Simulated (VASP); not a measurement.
Set up this calculation in VASP 6.6.1, as the native input.

```yaml
Task: single point
Functional: PBE
Potentials_or_basis: VASP PAW PBE potentials, release 64 (Y_sv)
Cutoff: 520 eV
k_mesh: 5 × 5 × 1
Occupations: fermi-dirac, width 0.05 eV
Spin: no spin polarisation
Dipole_correction: yes
Further_INCAR_settings: ALGO = Normal; EDIFF = 1e-07; NBANDS = 30
```

The structure of Y lies in POSCAR:

```
Y
1.0
    3.6474000000      0.0000000000      0.0000000000
   -1.8237000000      3.1587410578      0.0000000000
    0.0000000000      0.0000000000     24.5959000000
Y
4
Direct
    0.3333330000      0.6666670000      0.3252574616
    0.6666670000      0.3333330000      0.4417524872
    0.3333330000      0.6666670000      0.5582475128
    0.6666670000      0.3333330000      0.6747425384
```

The input as run:

INCAR

```
ALGO     = Normal         # electronic algorithm
DIPOL    = 0.5 0.5 0.500
EDIFF    = 1E-7           # SCF threshold, eV
ENCUT    = 520            # plane-wave cutoff, eV
GGA      = PE             # functional
IDIPOL   = 3            
ISIF     = 2              # what is computed and relaxed
ISMEAR   = -1             # smearing method
LASPH    = T              # aspherical terms in the spheres
LCHARG   = F              # write CHGCAR
LDIPOL   = T            
LREAL    = F              # projectors in reciprocal space
LWAVE    = F              # write WAVECAR
NBANDS   = 30             # bands
NELM     = 60             # most SCF steps
PREC     = Accurate       # precision mode
SIGMA    = 0.05           # smearing width, eV
```

KPOINTS

```
k-points
0
Gamma
  5 5 1
```

Potentials or basis: VASP PAW PBE potentials, release 64 (Y_sv).

Command:

```sh
$ cat potpaw_PBE.64/Y_sv/POTCAR > POTCAR
$ mpirun -np 1 vasp_std > vasp.out
```

It gave:

| Property | Result |
| --- | --- |
| Largest force | 0.207 eV/Å |
| Band gap on the k mesh | zero (band 22 reaches -0.03 eV, above the bottom of band 23 at -0.26 eV) |

Caveat: the k points lie up to 0.40 Å⁻¹ apart.

It took 120 s on 1 thread of Intel(R) Xeon(R) Platinum 8488C (Sapphire Rapids), on a shared host, peak memory 0.37 GiB.
